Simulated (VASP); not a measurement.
# Si16Ge (a cell with a defect) in VASP: single point with PBE+D3(BJ)

Aim: the single point of Si16Ge (a cell with a defect) with PBE+D3(BJ).

Everything below comes from runs of VASP 6.6.1. Logs are shortened: lines on timing, memory, paths and dates and some standing lists are left out, and cuts for length are marked.

### 1 The cell of the first run

The cell holds a defect, 17 atoms: a = 7.679 Å, b = 7.679 Å, c = 7.679 Å, α = 60.00°, β = 60.00°, γ = 60.00°.

### 2 Single point, PBE+D3(BJ)

Input file INCAR:

```
SYSTEM = Si16Ge
  ALGO = Normal
  EDIFF = 1E-7
  ENCUT = 520
  GGA = PE
  ISIF = 2
  ISMEAR = -1
  IVDW = 12
  LASPH = .TRUE.
  LCHARG = .FALSE.
  LREAL = Auto
  LWAVE = .FALSE.
  NBANDS = 53
  NELM = 80
  PREC = Accurate
  SIGMA = 0.05
```

Input file KPOINTS:

```
k-points
0
G
  2 2 2
  0 0 0
```

Input file POSCAR:

```
Si16Ge
1.0
    0.0000000000      5.4300000000      5.4300000000
    5.4300000000      0.0000000000      5.4300000000
    5.4300000000      5.4300000000      0.0000000000
Si Ge
16 1
Direct
    0.0042880595     -0.0040834367     -0.0050259234
    0.1362930171      0.1216827565      0.1204444855
    0.0043306391     -0.0039234017      0.5035987123
    0.1243508542      0.1270956285      0.6237706353
    0.0042840686      0.5049309444     -0.0050338997
    0.1242121450      0.6247322257      0.1264207087
   -0.0000597480      0.5002724517      0.4995819482
    0.1243398254      0.6248661643      0.6237645667
    0.4998558063      0.0007055317     -0.0011224202
    0.6210288275      0.1215939257      0.1203934151
    0.4955578488     -0.0040005869      0.5035978556
    0.6212006825      0.1217847549      0.6353321366
    0.4953941093      0.5049033392     -0.0050853957
    0.6210144236      0.6371262065      0.1203847788
    0.4955452156      0.5049531823      0.5035988785
    0.6267711017      0.6248004165      0.6237240263
    0.7498530238      0.2507295975      0.2488370915
```

Potentials or basis: VASP PAW PBE potentials, release 64 (Si, Ge_d).

The run is started by

```bash
$ cat potpaw_PBE.64/Si/POTCAR potpaw_PBE.64/Ge_d/POTCAR > POTCAR
$ mpirun -np 1 vasp_std > vasp.out
```

OUTCAR:

```text
SYSTEM = Si16Ge
   EDIFF = 1E-7
   ENCUT = 520
   GGA = PE
   ISIF = 2
   ISMEAR = -1
   IVDW = 12
   LASPH = .TRUE.
   LREAL = Auto
   NELM = 80
   PREC = Accurate
 IVDW          = 12

 ion  position               nearest neighbor table
   1  0.004  0.996  0.995-   6 2.33   4 2.33   2 2.40  10 2.40  17 2.76
   2  0.136  0.122  0.120-   9 2.28   3 2.40   1 2.40   5 2.40  17 2.42
   3  0.004  0.996  0.504-   8 2.33   4 2.33  12 2.40   2 2.40  17 2.77
   4  0.124  0.127  0.624-   1 2.33  11 2.33   3 2.33   7 2.34
   5  0.004  0.505  0.995-   6 2.33   8 2.33   2 2.40  14 2.40  17 2.76
   6  0.124  0.625  0.126-  13 2.33   5 2.33   1 2.33   7 2.34
   7  1.000  0.500  0.500-   6 2.34  16 2.34   8 2.34   4 2.34
   8  0.124  0.625  0.624-   5 2.33  15 2.33   3 2.33   7 2.34
   9  0.500  0.001  0.999-  12 2.28   2 2.28  10 2.28  14 2.28
  10  0.621  0.122  0.120-   9 2.28  11 2.40   1 2.40  13 2.40  17 2.42
  11  0.496  0.996  0.504-  16 2.33   4 2.33  12 2.40  10 2.40  17 2.76
  12  0.621  0.122  0.635-   9 2.28   3 2.40  11 2.40  15 2.40  17 2.42
  13  0.495  0.505  0.995-   6 2.33  16 2.33  10 2.40  14 2.40  17 2.76
  14  0.621  0.637  0.120-   9 2.28  15 2.40   5 2.40  13 2.40  17 2.42
  15  0.496  0.505  0.504-  16 2.33   8 2.33  12 2.40  14 2.40  17 2.76
  16  0.627  0.625  0.624-  13 2.33  15 2.33  11 2.33   7 2.34
  17  0.750  0.251  0.249-  14 2.42  10 2.42   2 2.42  12 2.42  13 2.76   5 2.76   1 2.76  15 2.76
                            11 2.76   3 2.77

  LATTYP: Found a face centered cubic cell.
 ALAT       =    10.8600000000

  Lattice vectors:

 A1 = (   0.0000000000,   5.4300000000,   5.4300000000)
 A2 = (   5.4300000000,   0.0000000000,   5.4300000000)
 A3 = (   5.4300000000,   5.4300000000,   0.0000000000)

Analysis of symmetry for initial positions (statically):
=====================================================================
 Subroutine PRICEL returns:
 Original cell was already a primitive cell.

 Routine SETGRP: Setting up the symmetry group for a
 face centered cubic supercell.

 Subroutine GETGRP returns: Found  1 space group operations
 (whereof  1 operations were pure point group operations)
 out of a pool of 48 trial point group operations.

The static configuration has the point symmetry C_1 .

Analysis of symmetry for dynamics (positions and initial velocities):
=====================================================================
 Subroutine PRICEL returns:
 Original cell was already a primitive cell.

 Routine SETGRP: Setting up the symmetry group for a
 face centered cubic supercell.

 Subroutine GETGRP returns: Found  1 space group operations
 (whereof  1 operations were pure point group operations)
 out of a pool of 48 trial point group operations.

The dynamic configuration has the point symmetry C_1 .
[... 122 lines left out ...]
   PSTRESS=    0.0 pullay stress
   NELECT =      78.0000    total number of electrons
   NUPDOWN=      -1.0000    fix difference up-down
   EMIN   =  10.00;   EMAX   =-10.00  energy-range for DOS
   EFERMI =   0.00;   METHOD = LEGACY
   ISMEAR =    -1;   SIGMA  =   0.05  broadening in eV -4-tet -1-fermi 0-gaus
   EFERMI_NEDOS =   21; number of points for ismear=-14 and -15
   IALGO  =     38    algorithm
   IMIX   =      4    mixing-type and parameters
     AMIX     =   0.40;   BMIX     =  1.00
     AMIX_MAG =   1.60;   BMIX_MAG =  1.00
  volume/ion in A,a.u.               =      18.84       127.11
  Fermi-wavevector in a.u.,A,eV,Ry     =   1.022421  1.932096 14.222785  1.045345
  Thomas-Fermi vector in A             =   2.156100
   LORBIT       =      0    0 simple, 1 ext, 2 COOP (PROOUT), +10 PAW based schemes
   GGA     = PE    functional components
   LHFCALC =     F    Hartree Fock is set to
   AEXX    =    0.0000 exact exchange contribution
   IVDW    =    12    specifies the selected vdW correction
   LEPSILON=     F    determine dielectric tensor
   LRPA    =     F    only Hartree local field effects (RPA)
 non-spin polarized calculation
  energy-cutoff  :      520.00
  volume of cell :      320.21
 maximum number of plane-waves:      8646
 NGX is ok and might be reduce to    60
   NGX = 29   NGY = 29   NGZ = 29

 number of electron      77.9999998 magnetization

 Free energy of the ion-electron system (eV)
  ---------------------------------------------------
  ext. energy  EPLUGINS =         0.00000000
  ---------------------------------------------------
  free energy    TOTEN  =       -86.71535626 eV

  energy without entropy =      -86.68112192  energy(sigma->0) =      -86.69823909

 E-fermi :   6.9080     XC(G=0):  -9.7484

 val. band max:        6.6812405409   @ k =   0.0000   0.0000   0.0000
 cond. band min:       6.9531174589   @ k =   0.0000   0.0000   0.0000
 fundamental gap:      0.2718769180
 Fermi energy:         6.9079737355

 k-point     1 :       0.0000    0.0000    0.0000
  band No.  band energies     occupation
      1     -18.2378      2.00000
      2     -18.2377      2.00000
      3     -18.2377      2.00000
      4     -18.2240      2.00000
      5     -18.2239      2.00000
      6      -6.5228      2.00000
[... 421 lines left out ...]
     50      10.3306      0.00000
     51      10.3314      0.00000
 [bands above 51 left out]

------------------------ aborting loop because EDIFF is reached ----------------------------------------

 Edisp (eV)   -5.66654

 E8    (eV) :    -2.3554

  FORCE on cell =-STRESS in cart. coord.  units (eV):
  Direction    XX          YY          ZZ          XY          YZ          ZX
  --------------------------------------------------------------------------------------
  -------------------------------------------------------------------------------------
  Total       7.49769     7.49834     7.49818    -0.00006     0.00015     0.00279
  in kB      37.51533    37.51854    37.51779    -0.00029     0.00077     0.01396
  external pressure =       37.52 kB  Pullay stress =        0.00 kB

 VOLUME and BASIS-vectors are now :
 -----------------------------------------------------------------------------
  energy-cutoff  :      520.00
  volume of cell :      320.21
      direct lattice vectors                 reciprocal lattice vectors
     0.000000000  5.430000000  5.430000000    -0.092081031  0.092081031  0.092081031
     5.430000000  0.000000000  5.430000000     0.092081031 -0.092081031  0.092081031
     5.430000000  5.430000000  0.000000000     0.092081031  0.092081031 -0.092081031

 POSITION                                       TOTAL-FORCE (eV/Angst)
 -----------------------------------------------------------------------------------
     10.81054      5.42599      5.43111        -0.001334     -0.001330      0.001114
      1.31475      1.39408      1.40081         0.000137     -0.000100     -0.000112
      8.14324      2.75806      5.43221        -0.000630      0.001186      0.000951
      4.07720      4.06230      1.36535        -0.000165      0.000622      0.000073
      8.14444      5.42593      2.76504        -0.000625     -0.000994      0.001763
      4.07876      1.36094      4.06677        -0.002902     -0.001951      0.003009
[... 9 lines left out ...]
      6.77949      6.79019      6.79603         0.001447     -0.000568     -0.001601
      2.71265      5.42289      5.43316         0.000961      0.002115     -0.001013
 -----------------------------------------------------------------------------------
    total drift:                               -0.002748     -0.003817      0.000696

  FREE ENERGIE OF THE ION-ELECTRON SYSTEM (eV)
  ---------------------------------------------------
  free  energy   TOTEN  =       -92.3818931278 eV

  energy  without entropy=      -92.3476587869  energy(sigma->0) =      -92.36477596
```

OSZICAR:

```text
N       E                     dE             d eps       ncg     rms          rms(c)
DAV:   1     0.399590436859E+03    0.39959E+03   -0.30086E+04  1053   0.159E+03
DAV:   2    -0.246102254067E+02   -0.42420E+03   -0.39610E+03   941   0.386E+02
DAV:   3    -0.849776883482E+02   -0.60367E+02   -0.58212E+02  1050   0.102E+02
DAV:   4    -0.881904521529E+02   -0.32128E+01   -0.31653E+01  1072   0.269E+01
DAV:   5    -0.882903153815E+02   -0.99863E-01   -0.99665E-01  1080   0.479E+00    0.144E+01
DAV:   6    -0.871861580477E+02    0.11042E+01   -0.67599E-01  1024   0.284E+00    0.874E+00
DAV:   7    -0.867098677380E+02    0.47629E+00   -0.12041E+00   992   0.343E+00    0.598E-01
DAV:   8    -0.867136256055E+02   -0.37579E-02   -0.87618E-02  1072   0.145E+00    0.259E-01
DAV:   9    -0.867147869687E+02   -0.11614E-02   -0.31070E-03  1112   0.265E-01    0.190E-01
DAV:  10    -0.867152700070E+02   -0.48304E-03   -0.56503E-04  1040   0.119E-01    0.457E-02
DAV:  11    -0.867153508524E+02   -0.80845E-04   -0.15768E-04  1088   0.828E-02    0.179E-02
DAV:  12    -0.867153536143E+02   -0.27618E-05   -0.93265E-06  1096   0.120E-02    0.108E-02
DAV:  13    -0.867153564837E+02   -0.28694E-05   -0.46498E-06   976   0.867E-03    0.343E-03
DAV:  14    -0.867153563567E+02    0.12699E-06   -0.15878E-07   808   0.264E-03    0.106E-03
DAV:  15    -0.867153562095E+02    0.14722E-06   -0.13846E-07   752   0.155E-03    0.601E-04
DAV:  16    -0.867153562565E+02   -0.47010E-07   -0.95102E-09   592   0.502E-04
   1 F= -.92381893E+02 E0= -.92364776E+02  d E =-.342343E-01
```

stdout:

```text
POSCAR found type information on POSCAR SiGe
 POSCAR found :  2 types and      17 ions
 scaLAPACK will be used
 LDA part: xc-table for (Slater+PW92), standard interpolation
 POSCAR, INCAR and KPOINTS ok, starting setup
 FFT: planning ... GRIDC
 FFT: planning ... GRID_SOFT
 FFT: planning ... GRID
 WAVECAR not read
 entering main loop
```

Run time: 3.2 min. Hardware: 1 thread of AMD EPYC 9R45 (Zen 5), shared host; peak memory 0.46 GiB.

What came out:

```yaml
Free_energy: -92.3819 eV
Pressure: 3.8 GPa
Largest_force: 0.005 eV/Å
Band_gap_on_the_k_mesh: zero (bands 39 and 40 overlap by 0.31 eV)
Dispersion_energy_per_atom: -0.333 eV
```

Forces in eV/Å, atoms in the order of the input:
```
Si  -0.001 -0.001  0.001
Si   0.000  0.000  0.000
Si  -0.001  0.001  0.001
Si   0.000  0.001  0.000
Si  -0.001 -0.001  0.002
Si  -0.003 -0.002  0.003
Si   0.000  0.001  0.000
Si   0.000  0.001  0.000
Si   0.001  0.003 -0.001
Si   0.001 -0.001  0.001
Si   0.000 -0.001 -0.002
Si   0.001  0.001 -0.001
Si   0.000 -0.001  0.000
Si  -0.002  0.000 -0.001
Si   0.001 -0.001  0.000
Si   0.001 -0.001 -0.002
Ge   0.001  0.002 -0.001
```

Caveat: the k points lie up to 0.50 Å⁻¹ apart.

The gap in the log of VASP goes by the Fermi energy; the results here count the filled bands.